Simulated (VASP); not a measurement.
# Ce (Cmcm) in VASP: further runs, part 2 of 2

VASP 6.6.1. The steps go on from the part before.

### Step 4. Single point, PBEsol, collinear spin, ferromagnetic start

INCAR reads:

```
ALGO     = Normal         # electronic algorithm
EDIFF    = 1E-7           # SCF threshold, eV
ENCUT    = 520            # plane-wave cutoff, eV
GGA      = PS             # functional
ISIF     = 2              # what is computed and relaxed
ISMEAR   = -1             # smearing method
ISPIN    = 2              # spin polarisation
LASPH    = T              # aspherical terms in the spheres
LCHARG   = T              # write CHGCAR
LELF     = T              # ELF
LMAXMIX  = 6              # l up to which the mixer works
LORBIT   = 11             # projections on sites
LREAL    = F              # projectors in reciprocal space
LVHAR    = T            
LWAVE    = F              # write WAVECAR
MAGMOM   = 1.5 1.5        # initial moments
NBANDS   = 23             # bands
NELM     = 150            # most SCF steps
PREC     = Accurate       # precision mode
SIGMA    = 0.05           # smearing width, eV
```

KPOINTS reads:

```
k-points
0
Gamma
  11 11 6
```

POSCAR reads:

```
Ce
1.0
    1.5470000000     -3.0035000000      0.0000000000
    1.5470000000      3.0035000000      0.0000000000
    0.0000000000      0.0000000000      5.2460000000
Ce
2
Direct
    0.8950000000      0.1050000000      0.7500000000
    0.1050000000      0.8950000000      0.2500000000
```

Potentials or basis: VASP PAW PBE potentials, release 64 (Ce).

Run with:

```console
$ cat potpaw_PBE.64/Ce/POTCAR > POTCAR
$ mpirun -np 1 vasp_std > vasp.out
```

OUTCAR:

```text
EDIFF = 1E-7
   ENCUT = 520
   GGA = PS
   ISIF = 2
   ISMEAR = -1
   ISPIN = 2
   LASPH = T
   LORBIT = 11
   LREAL = F
   NELM = 150
   PREC = Accurate

 ion  position               nearest neighbor table
   1  0.895  0.105  0.750-   2 2.91   2 2.91
   2  0.105  0.895  0.250-   1 2.91   1 2.91

  LATTYP: Found a base centered orthorhombic cell.
 ALAT       =     3.0940000000
 B/A-ratio  =     1.9414996768
 C/A-ratio  =     1.6955397544

  Lattice vectors:

 A1 = (   1.5470000000,  -3.0035000000,   0.0000000000)
 A2 = (   1.5470000000,   3.0035000000,   0.0000000000)
 A3 = (   0.0000000000,   0.0000000000,   5.2460000000)

Analysis of symmetry for initial positions (statically):
=====================================================================
 Subroutine PRICEL returns:
 Original cell was already a primitive cell.

 Routine SETGRP: Setting up the symmetry group for a
 base centered orthorhombic supercell.

[... 820 lines left out ...]
 spin component 2

 k-point     1 :       0.0000    0.0000    0.0000
  band No.  band energies     occupation
      1     -24.8329      1.00000
      2     -23.9557      1.00000
      3      -9.3092      1.00000
      4      -6.3393      1.00000
      5      -5.6574      1.00000
      6      -5.5628      1.00000
[... 613 lines left out ...]
     22      11.0761      0.00000
     23      11.1935      0.00000

 [... further k-points ...]
[... 5 lines left out ...]
  --------------------------------------------------------------------------------------
  -------------------------------------------------------------------------------------
  Total       -0.3458059     -0.4697655     -0.5926912      0.0000000      0.0000000      0.0000000
  in kB      -11.3649297    -15.4388688    -19.4788271      0.0000000      0.0000000      0.0000000
  external PRESSURE =     -15.4275418 kB  Pullay stress =       0.0000000 kB

 VOLUME and BASIS-vectors are now :
 -----------------------------------------------------------------------------
  energy-cutoff  :      520.00
  volume of cell :       48.75
      direct lattice vectors                 reciprocal lattice vectors
     1.547000000 -3.003500000  0.000000000     0.323206206 -0.166472449  0.000000000
     1.547000000  3.003500000  0.000000000     0.323206206  0.166472449  0.000000000
     0.000000000  0.000000000  5.246000000     0.000000000  0.000000000  0.190621426

 POSITION                                       TOTAL-FORCE (eV/Angst)
 -----------------------------------------------------------------------------------
      1.54700     -2.37277      3.93450         0.000000     -0.191357     -0.000000
      1.54700      2.37277      1.31150         0.000000      0.191357      0.000000
 -----------------------------------------------------------------------------------
    total drift:                                0.000000      0.000000     -0.000000

  FREE ENERGIE OF THE ION-ELECTRON SYSTEM (eV)
  ---------------------------------------------------
  free  energy   TOTEN  =       -13.1649674163 eV

  energy  without entropy=      -13.1222642827  energy(sigma->0) =      -13.14361585

 total charge

# of ion       s       p       d       f       tot
--------------------------------------------------
    1        2.058   5.539   1.407   1.049  10.053
    2        2.058   5.539   1.407   1.049  10.053
--------------------------------------------------
tot          4.115  11.079   2.815   2.098  20.107

 magnetization (x)

# of ion       s       p       d       f       tot
--------------------------------------------------
    1       -0.000   0.000   0.000  -0.000  -0.000
    2       -0.000   0.000   0.000  -0.000  -0.000
--------------------------------------------------
tot         -0.000   0.000   0.000  -0.000  -0.000
```

OSZICAR:

```text
N       E                     dE             d eps       ncg     rms          rms(c)
DAV:   1     0.237011456722E+03    0.23701E+03   -0.92105E+03 13384   0.130E+03
DAV:   2     0.178027518320E+02   -0.21921E+03   -0.20649E+03 16544   0.254E+02
DAV:   3    -0.126668840805E+02   -0.30470E+02   -0.28801E+02 17824   0.102E+02
DAV:   4    -0.140626119676E+02   -0.13957E+01   -0.13666E+01 24776   0.210E+01
DAV:   5    -0.141594563714E+02   -0.96844E-01   -0.96616E-01 22179   0.561E+00    0.191E+01
DAV:   6    -0.137786455220E+02    0.38081E+00   -0.20741E+01 19269   0.231E+01    0.741E+00
DAV:   7    -0.134103464289E+02    0.36830E+00   -0.11289E+01 23297   0.217E+01    0.847E+00
DAV:   8    -0.131332220253E+02    0.27712E+00   -0.20185E+00 21866   0.808E+00    0.142E+00
DAV:   9    -0.131603865199E+02   -0.27164E-01   -0.19425E-01 24480   0.203E+00    0.676E-01
DAV:  10    -0.131645945860E+02   -0.42081E-02   -0.22985E-02 22624   0.658E-01    0.591E-01
DAV:  11    -0.131650597631E+02   -0.46518E-03   -0.58891E-03 24512   0.478E-01    0.362E-01
DAV:  12    -0.131650753835E+02   -0.15620E-04   -0.88909E-04 23748   0.191E-01    0.173E-01
DAV:  13    -0.131649675457E+02    0.10784E-03   -0.86957E-04 23461   0.179E-01    0.537E-02
DAV:  14    -0.131649628768E+02    0.46689E-05   -0.43138E-05 23321   0.412E-02    0.226E-02
DAV:  15    -0.131649666410E+02   -0.37642E-05   -0.70530E-06 24069   0.167E-02    0.911E-03
DAV:  16    -0.131649671879E+02   -0.54692E-06   -0.12295E-06 25087   0.544E-03    0.263E-03
DAV:  17    -0.131649674060E+02   -0.21803E-06   -0.27242E-07 16797   0.329E-03    0.107E-03
DAV:  18    -0.131649674163E+02   -0.10299E-07   -0.32149E-08 11358   0.155E-03
   1 F= -.13164967E+02 E0= -.13143616E+02  d E =-.427031E-01  mag=    -0.0001
```

stdout:

```text
POSCAR found type information on POSCAR Ce
 POSCAR found :  1 types and       2 ions
 scaLAPACK will be used
 -----------------------------------------------------------------------------
|                                                                             |
|                                                                             |
|     You enforced a specific xc type in the INCAR file but a different       |
|     I HOPE YOU KNOW WHAT YOU ARE DOING!                                     |
|                                                                             |
 -----------------------------------------------------------------------------

 LDA part: xc-table for (Slater+PW92), standard interpolation
 POSCAR, INCAR and KPOINTS ok, starting setup
 FFT: planning ... GRIDC
 FFT: planning ... GRID_SOFT
 FFT: planning ... GRID
 WAVECAR not read
 entering main loop
```

It took 6.2 min on 1 thread of Intel Xeon 6975P-C (Granite Rapids), shared host; peak memory 0.38 GiB.

Results:

* Free energy: -13.1650 eV
* Pressure: -1.5 GPa
* Largest force: 0.191 eV/Å
* Band gap on the k mesh: zero (filled and empty bands overlap)
* Net moment: 0.00 μB per cell
* Valence electrons inside the program's atomic spheres: Ce 10.05

Forces in eV/Å, atoms in the order of the input:
```
Ce   0.000 -0.191  0.000
Ce   0.000  0.191  0.000
```

Caveat: the magnetic or orbital state may not be the lowest; the PAW data sets were made with another functional, which shifts forces and pressure a little; spin-orbit coupling is left out, which moves the levels of the heavy elements.

### Step 5. Single point, PBEsol, collinear spin, zero start

INCAR reads:

```
PREC = Accurate
ENCUT = 520
EDIFF = 1E-7
ISMEAR = -1
SIGMA = 0.05
LREAL = F
LASPH = T
NELM = 150
ALGO = Normal
ISIF = 2
LWAVE = F
LCHARG = T
ISPIN = 2
MAGMOM = 0 0
LORBIT = 11
LMAXMIX = 6
GGA = PS
LELF = T
LVHAR = T
NBANDS = 23
```

KPOINTS reads:

```
regular mesh
0
Gamma
  11 11 6
```

POSCAR is that of step 4.

Potentials or basis: VASP PAW PBE potentials, release 64 (Ce).

Run with:

```console
$ cat potpaw_PBE.64/Ce/POTCAR > POTCAR
$ mpirun -np 1 vasp_std > vasp.out
```

OUTCAR:

```text
PREC = Accurate
   ENCUT = 520
   EDIFF = 1E-7
   ISMEAR = -1
   LREAL = F
   LASPH = T
   NELM = 150
   ISIF = 2
   ISPIN = 2
   LORBIT = 11
   GGA = PS

 ion  position               nearest neighbor table
   1  0.895  0.105  0.750-   2 2.91   2 2.91
   2  0.105  0.895  0.250-   1 2.91   1 2.91

  LATTYP: Found a base centered orthorhombic cell.
 ALAT       =     3.0940000000
 B/A-ratio  =     1.9414996768
 C/A-ratio  =     1.6955397544

  Lattice vectors:

 A1 = (   1.5470000000,  -3.0035000000,   0.0000000000)
 A2 = (   1.5470000000,   3.0035000000,   0.0000000000)
 A3 = (   0.0000000000,   0.0000000000,   5.2460000000)

Analysis of symmetry for initial positions (statically):
=====================================================================
 Subroutine PRICEL returns:
 Original cell was already a primitive cell.

 Routine SETGRP: Setting up the symmetry group for a
 base centered orthorhombic supercell.

 Subroutine GETGRP returns: Found  8 space group operations
 (whereof  4 operations were pure point group operations)
 out of a pool of  8 trial point group operations.

The static configuration has the point symmetry C_2h.
 The point group associated with its full space group is D_2h.

Analysis of symmetry for dynamics (positions and initial velocities):
=====================================================================
 Subroutine PRICEL returns:
 Original cell was already a primitive cell.

 Routine SETGRP: Setting up the symmetry group for a
 base centered orthorhombic supercell.

 Subroutine GETGRP returns: Found  8 space group operations
 (whereof  4 operations were pure point group operations)
 out of a pool of  8 trial point group operations.

The dynamic configuration has the point symmetry C_2h.
 The point group associated with its full space group is D_2h.

Analysis of structural, dynamic, and magnetic symmetry:
[... 148 lines left out ...]
   NGX = 13   NGY = 13   NGZ = 19

 number of electron      23.9999999 magnetization       0.0000239

 number of electron      23.9999999 magnetization      -0.0000007

 Free energy of the ion-electron system (eV)
  ---------------------------------------------------
  ext. energy  EPLUGINS =         0.00000000
  ---------------------------------------------------
  free energy    TOTEN  =       -13.16496733 eV

  energy without entropy =      -13.12226288  energy(sigma->0) =      -13.14361511

 E-fermi :  10.0189     XC(G=0): -11.8225

 val. band max:       10.0156860686   @ k =   0.1818   0.0909   0.3333
 cond. band min:      10.0266103275   @ k =  -0.4545   0.0909   0.3333
 fundamental gap:      0.0109242590
 Fermi energy:        10.0189295034

 spin component 1

 k-point     1 :       0.0000    0.0000    0.0000
  band No.  band energies     occupation
      1     -24.8328      1.00000
      2     -23.9556      1.00000
      3      -9.3092      1.00000
      4      -6.3393      1.00000
      5      -5.6574      1.00000
      6      -5.5628      1.00000
[... 613 lines left out ...]
     22      11.0761      0.00000
     23      11.1953      0.00000

 [... further k-points ...]

 spin component 2

 k-point     1 :       0.0000    0.0000    0.0000
  band No.  band energies     occupation
      1     -24.8328      1.00000
      2     -23.9556      1.00000
      3      -9.3092      1.00000
      4      -6.3393      1.00000
      5      -5.6574      1.00000
      6      -5.5628      1.00000
[... 613 lines left out ...]
     22      11.0761      0.00000
     23      11.1952      0.00000

 [... further k-points ...]
[... 5 lines left out ...]
  --------------------------------------------------------------------------------------
  -------------------------------------------------------------------------------------
  Total       -0.3466645     -0.4705904     -0.5932887      0.0000000     -0.0000000      0.0000000
  in kB      -11.3931471    -15.4659785    -19.4984658      0.0000000     -0.0000000      0.0000000
  external PRESSURE =     -15.4525305 kB  Pullay stress =       0.0000000 kB

 VOLUME and BASIS-vectors are now :
 -----------------------------------------------------------------------------
  energy-cutoff  :      520.00
  volume of cell :       48.75
      direct lattice vectors                 reciprocal lattice vectors
     1.547000000 -3.003500000  0.000000000     0.323206206 -0.166472449  0.000000000
     1.547000000  3.003500000  0.000000000     0.323206206  0.166472449  0.000000000
     0.000000000  0.000000000  5.246000000     0.000000000  0.000000000  0.190621426

 POSITION                                       TOTAL-FORCE (eV/Angst)
 -----------------------------------------------------------------------------------
      1.54700     -2.37277      3.93450         0.000000     -0.191505      0.000000
      1.54700      2.37277      1.31150         0.000000      0.191505     -0.000000
 -----------------------------------------------------------------------------------
    total drift:                                0.000000      0.000000     -0.000000

  FREE ENERGIE OF THE ION-ELECTRON SYSTEM (eV)
  ---------------------------------------------------
  free  energy   TOTEN  =       -13.1649673347 eV

  energy  without entropy=      -13.1222628795  energy(sigma->0) =      -13.14361511

 total charge

# of ion       s       p       d       f       tot
--------------------------------------------------
    1        2.058   5.539   1.407   1.049  10.053
    2        2.058   5.539   1.407   1.049  10.053
--------------------------------------------------
tot          4.115  11.079   2.815   2.098  20.107

 magnetization (x)

# of ion       s       p       d       f       tot
--------------------------------------------------
    1        0.000  -0.000  -0.000   0.000   0.000
    2        0.000  -0.000  -0.000   0.000   0.000
--------------------------------------------------
tot          0.000  -0.000  -0.000   0.000   0.000
```

stdout:

```text
POSCAR found type information on POSCAR Ce
 POSCAR found :  1 types and       2 ions
 scaLAPACK will be used
 -----------------------------------------------------------------------------
|                                                                             |
|                                                                             |
|     You enforced a specific xc type in the INCAR file but a different       |
|     I HOPE YOU KNOW WHAT YOU ARE DOING!                                     |
|                                                                             |
 -----------------------------------------------------------------------------

 LDA part: xc-table for (Slater+PW92), standard interpolation
 POSCAR, INCAR and KPOINTS ok, starting setup
 FFT: planning ... GRIDC
 FFT: planning ... GRID_SOFT
 FFT: planning ... GRID
 WAVECAR not read
 entering main loop
```

It took 5.2 min on 1 thread of Intel Xeon 6975P-C (Granite Rapids), shared host; peak memory 0.38 GiB.

What came out:

```
Free energy                                           : -13.1650 eV
Pressure                                              : -1.5 GPa
Largest force                                         : 0.192 eV/Å
Band gap on the k mesh                                : zero (filled and empty bands overlap)
Net moment                                            : 0.00 μB per cell
Valence electrons inside the program's atomic spheres : Ce 10.05
```

Forces on the atoms (eV/Å):
```
Ce   0.000 -0.192  0.000
Ce   0.000  0.192  0.000
```

Caveat: the magnetic or orbital state may not be the lowest; the PAW data sets were made with another functional, which shifts forces and pressure a little; spin-orbit coupling is left out, which moves the levels of the heavy elements.

### Step 6. Overview

| spin | gap on the mesh (eV) | pressure (GPa) | moment (μB) | largest force (eV/Å) |
| --- | --- | --- | --- | --- |
| collinear, ferromagnetic start | none | -1.5 | 0.00 | 0.19 |
| off | none | -1.6 | - | 0.19 |
| collinear, zero start | none | -1.5 | 0.00 | 0.19 |

Alike in all rows: task single point; level PBEsol; potentials or basis VASP PAW PBE potentials, release 64 (Ce); cell as given; k mesh 11 × 11 × 6; cutoff (eV) 520; smearing fermi-dirac 0.05 eV.

Every run on the cell as given and a fine mesh finds a metal.

Caveats: the PAW data sets were made with another functional, which shifts forces and pressure a little; spin-orbit coupling is left out, which moves the levels of the heavy elements; the magnetic or orbital state may not be the lowest (some runs).

Total energies depend on the potentials used, so only differences within one code and one set of settings carry meaning.
